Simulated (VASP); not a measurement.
# Ge4N in VASP: a series of runs

Ge4N is run at these levels: PBE; tasks: relaxation of the atoms, single point.

Program: VASP 6.6.1. These are calculated values, not measurements. Logs are shortened: lines on timing, memory, paths and dates and some standing lists are left out, and cuts for length are marked.

### Step 1. The cell of the first run

The cell holds a slab with vacuum, 5 atoms: a = 4.074 Å, b = 4.074 Å, c = 19.856 Å, α = 90.00°, β = 90.00°, γ = 90.00°.

### Step 2. Relaxation of the atoms, PBE

INCAR

```
SYSTEM = Ge4N
ALGO = Normal
DIPOL = 0.5 0.5 0.335
EDIFF = 1E-7
EDIFFG = -0.025
ENCUT = 520
GGA = PE
GGA_COMPAT = .FALSE.
IBRION = 2
IDIPOL = 3
ISIF = 2
ISMEAR = 0
KPAR = 4
LASPH = .TRUE.
LCHARG = .FALSE.
LDIPOL = .TRUE.
LREAL = .FALSE.
LWAVE = .FALSE.
NELM = 120
NELMDL = -8
NELMIN = 4
NSW = 36
PREC = Accurate
SIGMA = 0.1
```

KPOINTS

```
k-points
0
G
  7 7 1
  0 0 0
```

POSCAR

```
Ge4N
1.0
    4.0740542166      0.0000000000      0.0000000000
    0.0000000000      4.0740542166      0.0000000000
    0.0000000000      0.0000000000     19.8557568530
Ge N
4 1
Selective dynamics
Direct
    0.0000000000      0.5000000000      0.2014529101  F F F
    0.0000000000      0.0000000000      0.2739958855  F F F
    0.5000000000      0.0000000000      0.3493666166  F F F
    0.5000000000      0.5000000000      0.4208228835  F F F
    0.7500000000      0.8750000000      0.4290261086  F F T
```

Potentials or basis: VASP PAW PBE potentials, release 64 (Ge_d, N).

Launch:

```bash
$ cat potpaw_PBE.64/Ge_d/POTCAR potpaw_PBE.64/N/POTCAR > POTCAR
$ mpirun -np 4 vasp_std > vasp.out
```

OUTCAR:

```text
SYSTEM = Ge4N
   EDIFF = 1E-7
   EDIFFG = -0.025
   ENCUT = 520
   GGA = PE
   IBRION = 2
   ISIF = 2
   ISMEAR = 0
   LASPH = .TRUE.
   LREAL = .FALSE.
   NELM = 120
   NELMDL = -8
   NELMIN = 4
   NSW = 36
   PREC = Accurate

 ion  position               nearest neighbor table
   1  0.000  0.500  0.201-   2 2.49   2 2.49
   2  0.000  0.000  0.274-   1 2.49   1 2.49   3 2.53   3 2.53
   3  0.500  0.000  0.349-   5 1.95   4 2.48   4 2.48   2 2.53   2 2.53
   4  0.500  0.500  0.421-   5 1.84   3 2.48   3 2.48
   5  0.750  0.875  0.429-   4 1.84   3 1.95

  LATTYP: Found a simple tetragonal cell.
 ALAT       =     4.0740542166
 C/A-ratio  =     4.8737095280

  Lattice vectors:

 A1 = (   4.0740542166,   0.0000000000,   0.0000000000)
 A2 = (   0.0000000000,   4.0740542166,   0.0000000000)
 A3 = (   0.0000000000,   0.0000000000,  19.8557568530)

Analysis of symmetry for initial positions (statically):
=====================================================================
 Subroutine PRICEL returns:
 Original cell was already a primitive cell.

 Routine SETGRP: Setting up the symmetry group for a
 simple tetragonal supercell.

 Subroutine GETGRP returns: Found  1 space group operations
 (whereof  1 operations were pure point group operations)
 out of a pool of 16 trial point group operations.

The static configuration has the point symmetry C_1 .

Analysis of symmetry for dynamics (positions and initial velocities):
=====================================================================
 Subroutine PRICEL returns:
 Original cell was already a primitive cell.

 Routine SETGRP: Setting up the symmetry group for a
 simple tetragonal supercell.

 Subroutine GETGRP returns: Found  1 space group operations
 (whereof  1 operations were pure point group operations)
 out of a pool of 16 trial point group operations.

The dynamic configuration has the point symmetry C_1 .

Analysis of constrained symmetry for selective dynamics:
=====================================================================
 Subroutine PRICEL returns:
 Original cell was already a primitive cell.

[... 142 lines left out ...]
   LRPA    =     F    only Hartree local field effects (RPA)
 conjugate gradient relaxation of ions
 non-spin polarized calculation
 Gauss-broadening in eV      SIGMA  =   0.10
  energy-cutoff  :      520.00
  volume of cell :      329.56
 maximum number of plane-waves:      8917
   NGX = 15   NGY = 15   NGZ = 73

 dipolmoment           0.000000      0.000000     -0.054373 electrons x Angstroem

--------------------------------------- Ionic step        1  -------------------------------------------

 number of electron      60.9999945 magnetization

 Free energy of the ion-electron system (eV)
  ---------------------------------------------------
  ext. energy  EPLUGINS =         0.00000000
  ---------------------------------------------------
  free energy    TOTEN  =       -21.91749993 eV

  energy without entropy =      -21.90405363  energy(sigma->0) =      -21.91077678

------------------------ aborting loop because EDIFF is reached ----------------------------------------

  FORCE on cell =-STRESS in cart. coord.  units (eV):
  Direction    XX          YY          ZZ          XY          YZ          ZX
  --------------------------------------------------------------------------------------
  -------------------------------------------------------------------------------------
  Total       -2.4379545      2.2764962      2.1338695      0.1253025     -1.5462329     -0.4483216
  in kB      -11.8521225     11.0671921     10.3738120      0.6091582     -7.5170153     -2.1795164
  external PRESSURE =       3.1962939 kB  Pullay stress =       0.0000000 kB
[... 28 lines left out ...]
 number of electron      60.9999945 magnetization

------------------------ aborting loop because EDIFF is reached ----------------------------------------

 vacuum level on the upper side and lower side of the slab       (xc-potential included)         0.005        -0.114

  FORCE on cell =-STRESS in cart. coord.  units (eV):
  Direction    XX          YY          ZZ          XY          YZ          ZX
  --------------------------------------------------------------------------------------
  -------------------------------------------------------------------------------------
  Total       -2.3498045      2.3969990      2.3165997      0.1302088     -1.5694715     -0.3699888
  in kB      -11.4235809     11.6530170     11.2621557      0.6330106     -7.6299900     -1.7987016
  external PRESSURE =       3.8305306 kB  Pullay stress =       0.0000000 kB
[... 65 lines left out ...]
--------------------------------------- Ionic step        4  -------------------------------------------

 number of electron      60.9999944 magnetization

 dipolmoment           0.000000      0.000000      0.011051 electrons x Angstroem

 Free energy of the ion-electron system (eV)
  ---------------------------------------------------
  ext. energy  EPLUGINS =         0.00000000
  ---------------------------------------------------
  free energy    TOTEN  =       -21.92526727 eV

  energy without entropy =      -21.91330708  energy(sigma->0) =      -21.91928718

 E-fermi :  -1.9745     XC(G=0):  -3.8636

 val. band max:       -2.0264462763   @ k =  -0.2857   0.4286   0.0000
 cond. band min:      -1.9247134914   @ k =   0.0000   0.4286   0.0000
 fundamental gap:      0.1017327849
 Fermi energy:        -1.9744971662

 k-point     1 :       0.0000    0.0000    0.0000
  band No.  band energies     occupation
      1     -26.9190      2.00000
      2     -26.8518      2.00000
      3     -26.8410      2.00000
      4     -26.7918      2.00000
      5     -26.7716      2.00000
      6     -26.7219      2.00000
[... 925 lines left out ...]
     35       1.8644      0.00000
     36       2.7317      0.00000

 [... further k-points ...]

------------------------ aborting loop because EDIFF is reached ----------------------------------------

 vacuum level on the upper side and lower side of the slab       (xc-potential included)        -0.064        -0.182

  FORCE on cell =-STRESS in cart. coord.  units (eV):
  Direction    XX          YY          ZZ          XY          YZ          ZX
  --------------------------------------------------------------------------------------
  -------------------------------------------------------------------------------------
  Total       -2.1633547      2.6300716      2.7063973      0.1260992     -1.6294176     -0.1968611
  in kB      -10.5171546     12.7861002     13.1571578      0.6130314     -7.9214178     -0.9570406
  external PRESSURE =       5.1420345 kB  Pullay stress =       0.0000000 kB
[... 20 lines left out ...]
  FREE ENERGIE OF THE ION-ELECTRON SYSTEM (eV)
  ---------------------------------------------------
  free  energy   TOTEN  =       -21.9252672717 eV

  energy  without entropy=      -21.9133070838  energy(sigma->0) =      -21.91928718

 reached required accuracy - stopping structural energy minimisation

 vacuum level on the upper side and lower side of the slab         2.777         2.654
```

OSZICAR:

```text
N       E                     dE             d eps       ncg     rms          rms(c)
DAV:   1     0.544026621986E+03    0.54403E+03   -0.31668E+04  2184   0.262E+03
DAV:   2     0.682287922654E+02   -0.47580E+03   -0.46724E+03  2176   0.627E+02
DAV:   3    -0.185518340602E+02   -0.86781E+02   -0.85402E+02  2596   0.199E+02
[... 70 lines left out ...]
DAV:   5    -0.219252666423E+02   -0.65669E-07   -0.11095E-05  1968   0.559E-02    0.266E-03
DAV:   6    -0.219252668785E+02   -0.23622E-06   -0.23703E-06  1956   0.285E-02    0.166E-03
DAV:   7    -0.219252670843E+02   -0.20585E-06   -0.45001E-07  1748   0.158E-02    0.682E-04
DAV:   8    -0.219252672079E+02   -0.12354E-06   -0.17508E-07  1376   0.135E-02    0.179E-04
DAV:   9    -0.219252672717E+02   -0.63787E-07   -0.88006E-08  1112   0.516E-03
   4 F= -.21925267E+02 E0= -.21919287E+02  d E =-.776734E-02
```

It took 6.4 min on 4 MPI ranks of Intel Xeon Platinum 8259CL at 2.50GHz (Skylake/Cascade Lake), shared host; peak memory 0.54 GiB.

What came out:

```yaml
Free_energy: -21.9253 eV
Energy_gained_by_relaxing: 1.6 meV/atom
Ionic_steps: 4
Band_gap_on_the_k_mesh: zero (an odd number of electrons rules out a gap without spin polarisation)
```

Step by step:
```csv
step,energy change (eV),largest force on free atoms (eV/Å),pressure (GPa)
1,0.0000,0.3225,0.32
2,-0.0042,0.2222,0.38
3,-0.0077,0.0250,0.53
4,-0.0078,0.0017,0.51
```

Final structure:
```
Ge N
1.0
     4.07405    0.00000    0.00000
     0.00000    4.07405    0.00000
     0.00000    0.00000   19.85576
Ge N
4 1
Direct
  0.00000 0.50000 0.20145
  0.00000 0.00000 0.27400
  0.50000 0.00000 0.34937
  0.50000 0.50000 0.42082
  0.75000 0.87500 0.42668
```

### Step 3. Single point, PBE

INCAR

```
SYSTEM = Ge4N
PREC = Accurate ; ENCUT = 520
EDIFF = 1E-6 ; ISMEAR = 0
SIGMA = 0.1 ; LREAL = .False.
LASPH = .True. ; NELM = 80
ALGO = Normal ; ISIF = 2
LWAVE = .False. ; LCHARG = .False.
LDIPOL = .True. ; IDIPOL = 3
DIPOL = 0.5 0.5 0.342 ; GGA = PE
NBANDS = 38
```

KPOINTS

```
regular mesh
0
Gamma
  7 7 1
  0 0 0
```

POSCAR

```
Ge4N
1.0
    4.0740542166      0.0000000000      0.0000000000
    0.0000000000      4.0740542166      0.0000000000
    0.0000000000      0.0000000000     19.8557568530
Ge N
4 1
Direct
    0.0000000000      0.5000000000      0.2014529101
    0.0000000000      0.0000000000      0.2739958855
    0.5000000000      0.0000000000      0.3493666166
    0.5000000000      0.5000000000      0.4208228835
    0.7500000000      0.7500000000      0.4652876325
```

Potentials or basis: VASP PAW PBE potentials, release 64 (Ge_d, N).

Launch:

```bash
$ cat potpaw_PBE.64/Ge_d/POTCAR potpaw_PBE.64/N/POTCAR > POTCAR
$ mpirun -np 1 vasp_std > vasp.out
```

Wall time 4.2 min (1 thread of Intel Xeon 6975P-C (Granite Rapids), shared host); peak memory 0.5 GiB.

Results (log left out):

* Free energy: -21.3795 eV
* Largest force: 1.389 eV/Å
* Band gap on the k mesh: zero (an odd number of electrons rules out a gap without spin polarisation)

Forces on the atoms (eV/Å):
```
Ge   0.103 -0.080 -0.206
Ge  -0.292  0.079  0.342
Ge   0.279  0.336 -0.450
Ge  -0.537 -1.226  0.373
N    0.446  0.891 -0.060
```

Levels at points of the mesh, in eV from the Fermi level:
```csv
k point,band 29,band 30,band 31,band 32,band 33,band 34
"(0.00, 0.00, 0.00)",-1.08,-0.95,0.33,1.18,1.95,2.05
```

### Step 4. Single point, PBE

INCAR

```
SYSTEM = Ge4N
PREC     = Accurate       ! precision mode
ENCUT    = 520            ! plane-wave cutoff, eV
EDIFF    = 1E-7           ! SCF threshold, eV
ISMEAR   = 0              ! smearing method
SIGMA    = 0.1            ! smearing width, eV
LREAL    = .FALSE.        ! projectors in reciprocal space
LASPH    = .TRUE.         ! aspherical terms in the spheres
NELM     = 80             ! most SCF steps
ALGO     = Normal         ! electronic algorithm
ISIF     = 2              ! what is computed and relaxed
LWAVE    = .FALSE.        ! write WAVECAR
LCHARG   = .TRUE.         ! write CHGCAR
LDIPOL   = .TRUE.       
IDIPOL   = 3            
DIPOL    = 0.5 0.5 0.346
GGA      = PE             ! functional
LELF     = .TRUE.         ! ELF
LVHAR    = .TRUE.       
LVACPOTAV= .TRUE.       
NBANDS   = 38             ! bands
```

KPOINTS

```
regular mesh
0
G
  7 7 1
  0 0 0
```

POSCAR: that of step 3 with these lines changed.

```diff
@@ -12,2 +12,2 @@
     0.5000000000      0.5000000000      0.4208228835
-    0.7500000000      0.7500000000      0.4652876325
+    0.6250000000      0.7500000000      0.4835160063
```

Launch:

```bash
$ cat potpaw_PBE.64/Ge_d/POTCAR potpaw_PBE.64/N/POTCAR > POTCAR
$ mpirun -np 1 vasp_std > vasp.out
```

It took 5.1 min on 1 thread of Intel Xeon 6975P-C (Granite Rapids), shared host; peak memory 0.5 GiB.

It converged, with:

- Free energy: -21.2247 eV
- Largest force: 1.186 eV/Å
- Band gap on the k mesh: zero (an odd number of electrons rules out a gap without spin polarisation)

Forces on the atoms (eV/Å):
```
Ge   0.046 -0.073 -0.196
Ge  -0.129  0.016  0.347
Ge   0.072  0.420 -0.467
Ge  -0.115 -1.107  0.410
N    0.126  0.743 -0.095
```

Levels at points of the mesh, in eV from the Fermi level:
| k point | band 26 | band 27 | band 28 | band 29 | band 30 | band 31 | band 32 | band 33 | band 34 | band 35 |
| --- | --- | --- | --- | --- | --- | --- | --- | --- | --- | --- |
| (0.00, 0.00, 0.00) | -2.34 | -1.82 | -1.04 | -0.88 | -0.75 | 0.51 | 1.44 | 1.87 | 1.94 | 2.20 |

### Step 5. Single point, PBE

INCAR

```
SYSTEM = Ge4N
PREC = Accurate ; ENCUT = 520
EDIFF = 1E-6 ; ISMEAR = 0
SIGMA = 0.1 ; LREAL = .FALSE.
LASPH = .TRUE. ; NELM = 60
ALGO = Normal ; ISIF = 2
LWAVE = .FALSE. ; LCHARG = .FALSE.
LDIPOL = .TRUE. ; IDIPOL = 3
DIPOL = 0.5 0.5 0.346 ; GGA = PE
NBANDS = 38
```

KPOINTS

```
Automatic mesh
0
G
  7 7 1
  0 0 0
```

POSCAR: that of step 4 with these lines changed.

```diff
@@ -12,2 +12,2 @@
     0.5000000000      0.5000000000      0.4208228835
-    0.6250000000      0.7500000000      0.4835160063
+    0.7500000000      0.6250000000      0.4848424192
```

Potentials or basis: VASP PAW PBE potentials, release 64 (Ge_d, N).

Launch:

```bash
$ cat potpaw_PBE.64/Ge_d/POTCAR potpaw_PBE.64/N/POTCAR > POTCAR
$ mpirun -np 1 vasp_std > vasp.out
```

OUTCAR:

```text
SYSTEM = Ge4N
   PREC = Accurate
   ENCUT = 520
   EDIFF = 1E-6
   ISMEAR = 0
   LREAL = .FALSE.
   LASPH = .TRUE.
   NELM = 60
   ISIF = 2
   GGA = PE

 ion  position               nearest neighbor table
   1  0.000  0.500  0.201-   2 2.49   2 2.49
   2  0.000  0.000  0.274-   1 2.49   1 2.49   3 2.53   3 2.53
   3  0.500  0.000  0.349-   4 2.48   4 2.48   2 2.53   2 2.53
   4  0.500  0.500  0.421-   5 1.71   3 2.48   3 2.48
   5  0.750  0.625  0.485-   4 1.71

  LATTYP: Found a simple tetragonal cell.
 ALAT       =     4.0740542166
 C/A-ratio  =     4.8737095280

  Lattice vectors:

 A1 = (   4.0740542166,   0.0000000000,   0.0000000000)
 A2 = (   0.0000000000,   4.0740542166,   0.0000000000)
 A3 = (   0.0000000000,   0.0000000000,  19.8557568530)

Analysis of symmetry for initial positions (statically):
=====================================================================
 Subroutine PRICEL returns:
 Original cell was already a primitive cell.

 Routine SETGRP: Setting up the symmetry group for a
[... 181 lines left out ...]
 fundamental gap:      0.0276970623
 Fermi energy:        -3.1140676503

 k-point     1 :       0.0000    0.0000    0.0000
  band No.  band energies     occupation
      1     -27.6211      2.00000
      2     -27.5960      2.00000
      3     -27.5683      2.00000
      4     -27.5379      2.00000
      5     -27.5267      2.00000
      6     -27.3604      2.00000
[... 973 lines left out ...]
     37       2.3939      0.00000
     38       3.6103      0.00000

 [... further k-points ...]

------------------------ aborting loop because EDIFF is reached ----------------------------------------

 vacuum level on the upper side and lower side of the slab       (xc-potential included)         1.199        -1.428

  FORCE on cell =-STRESS in cart. coord.  units (eV):
  Direction    XX          YY          ZZ          XY          YZ          ZX
  --------------------------------------------------------------------------------------
  -------------------------------------------------------------------------------------
  Total       -1.7413763      1.1440559      0.4909140      0.5411519      0.0397616      0.7066239
  in kB       -8.4657057      5.5618309      2.3865796      2.6308115      0.1933012      3.4352542
  external PRESSURE =      -0.1724317 kB  Pullay stress =       0.0000000 kB

 VOLUME and BASIS-vectors are now :
 -----------------------------------------------------------------------------
  energy-cutoff  :      520.00
  volume of cell :      329.56
      direct lattice vectors                 reciprocal lattice vectors
     4.074054217  0.000000000  0.000000000     0.245455742  0.000000000  0.000000000
     0.000000000  4.074054217  0.000000000     0.000000000  0.245455742  0.000000000
     0.000000000  0.000000000 19.855756853     0.000000000  0.000000000  0.050363228

 POSITION                                       TOTAL-FORCE (eV/Angst)
 -----------------------------------------------------------------------------------
      0.00000      2.03703      4.00000         0.062161     -0.041757     -0.180073
      0.00000      0.00000      5.44040        -0.111860      0.036852      0.386728
      2.03703      0.00000      6.93694        -0.142241      0.161516     -0.672791
      2.03703      2.03703      8.35576        -0.162335     -0.309997      0.544180
      3.05554      2.54628      9.62691         0.354275      0.153385     -0.078045
 -----------------------------------------------------------------------------------
    total drift:                                0.000077      0.000198      0.001521

  FREE ENERGIE OF THE ION-ELECTRON SYSTEM (eV)
  ---------------------------------------------------
  free  energy   TOTEN  =       -21.1265292631 eV

  energy  without entropy=      -21.1093268813  energy(sigma->0) =      -21.11792807

 vacuum level on the upper side and lower side of the slab         4.419         1.736
```

stdout:

```text
POSCAR found type information on POSCAR GeN
 POSCAR found :  2 types and       5 ions
 scaLAPACK will be used
 LDA part: xc-table for (Slater+PW92), standard interpolation
 POSCAR, INCAR and KPOINTS ok, starting setup
 FFT: planning ... GRIDC
 FFT: planning ... GRID_SOFT
 FFT: planning ... GRID
 WAVECAR not read
 entering main loop
```

It took 4.3 min on 1 thread of Intel Xeon 6975P-C (Granite Rapids), shared host; peak memory 0.51 GiB.

Results:

```
Free energy            : -21.1265 eV
Largest force          : 0.706 eV/Å
Band gap on the k mesh : zero (an odd number of electrons rules out a gap without spin polarisation)
```

Forces on the atoms (eV/Å):
```
Ge   0.062 -0.042 -0.180
Ge  -0.112  0.037  0.387
Ge  -0.142  0.162 -0.673
Ge  -0.162 -0.310  0.544
N    0.354  0.153 -0.078
```

Levels at points of the mesh, in eV from the Fermi level:
```tsv
k point	band 26	band 27	band 28	band 29	band 30	band 31	band 32	band 33	band 34	band 35
(0.00, 0.00, 0.00)	-2.03	-1.56	-0.87	-0.60	-0.33	0.67	1.34	1.88	2.11	2.19
```

### Step 6. Single point, PBE

INCAR

```
SYSTEM = Ge4N
PREC = Accurate ; ENCUT = 520
EDIFF = 1E-7 ; ISMEAR = 0
SIGMA = 0.1 ; LREAL = .FALSE.
LASPH = .TRUE. ; NELM = 60
ALGO = Normal ; ISIF = 2
LWAVE = .FALSE. ; LCHARG = .FALSE.
LDIPOL = .TRUE. ; IDIPOL = 3
DIPOL = 0.5 0.5 0.340 ; GGA = PE
NBANDS = 38
```

KPOINTS is that of step 5.

POSCAR: that of step 5 with these lines changed.

```diff
@@ -12,2 +12,2 @@
     0.5000000000      0.5000000000      0.4208228835
-    0.7500000000      0.6250000000      0.4848424192
+    0.8750000000      0.6250000000      0.4522634630
```

Potentials or basis: VASP PAW PBE potentials, release 64 (Ge_d, N).

Launch:

```bash
$ cat potpaw_PBE.64/Ge_d/POTCAR potpaw_PBE.64/N/POTCAR > POTCAR
$ mpirun -np 1 vasp_std > vasp.out
```

It took 9 min on 1 thread of Intel Xeon Platinum 8259CL at 2.50GHz (Skylake/Cascade Lake), shared host; peak memory 0.51 GiB.

Results (log left out):

* Free energy: -21.4905 eV
* Largest force: 0.958 eV/Å
* Band gap on the k mesh: zero (an odd number of electrons rules out a gap without spin polarisation)

Forces in eV/Å, atoms in the order of the input:
```
Ge   0.123 -0.094 -0.104
Ge  -0.223  0.137  0.355
Ge  -0.007  0.058 -0.767
Ge  -0.728 -0.271  0.560
N    0.835  0.171 -0.044
```

Levels at points of the mesh, in eV from the Fermi level:
| k point | band 26 | band 27 | band 28 | band 29 | band 30 | band 31 | band 32 | band 33 | band 34 | band 35 |
| --- | --- | --- | --- | --- | --- | --- | --- | --- | --- | --- |
| (0.00, 0.00, 0.00) | -2.52 | -1.75 | -1.18 | -0.92 | -0.71 | 0.57 | 1.32 | 2.05 | 2.22 | 2.36 |

(Part 1 of 2 ends here.)
